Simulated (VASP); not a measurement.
Set up this calculation in VASP 6.6.1, as the native input.

```
Task                   : single point
Functional             : PBE
Potentials or basis    : VASP PAW PBE potentials, release 64 (Ag)
Cutoff                 : 520 eV
k mesh                 : 11 × 11 × 11
Occupations            : gaussian, width 0.024 eV
Spin                   : no spin polarisation
Dipole correction      : no
Further INCAR settings : ALGO = Normal; EDIFF = 1e-06; NBANDS = 12
```

The structure of Ag lies in POSCAR:

```
Ag
1.0
   -1.6556540000      1.6556540000      1.6556540000
    1.6556540000     -1.6556540000      1.6556540000
    1.6556540000      1.6556540000     -1.6556540000
Ag
1
Direct
    0.0000000000      0.0000000000      0.0000000000
```

These files were run (other wordings do the same):

INCAR

```
SYSTEM = Ag
PREC = Accurate ; ENCUT = 520
EDIFF = 1E-6 ; ISMEAR = 0
SIGMA = 0.024 ; LREAL = .False.
LASPH = .True. ; NELM = 100
ALGO = Normal ; ISIF = 2
LWAVE = .False. ; LCHARG = .False.
GGA = PE ; NBANDS = 12
```

KPOINTS

```
Automatic mesh
0
Gamma
  11 11 11
  0 0 0
```

Potentials or basis: VASP PAW PBE potentials, release 64 (Ag).

Launch:

```console
$ cat potpaw_PBE.64/Ag/POTCAR > POTCAR
$ mpirun -np 1 vasp_std > vasp.out
```

Results of the run:

The pressure is -0.9 GPa.

It took 17 s on 1 thread of Intel Xeon 8259CL, with other jobs on the host, peak memory 0.14 GiB.
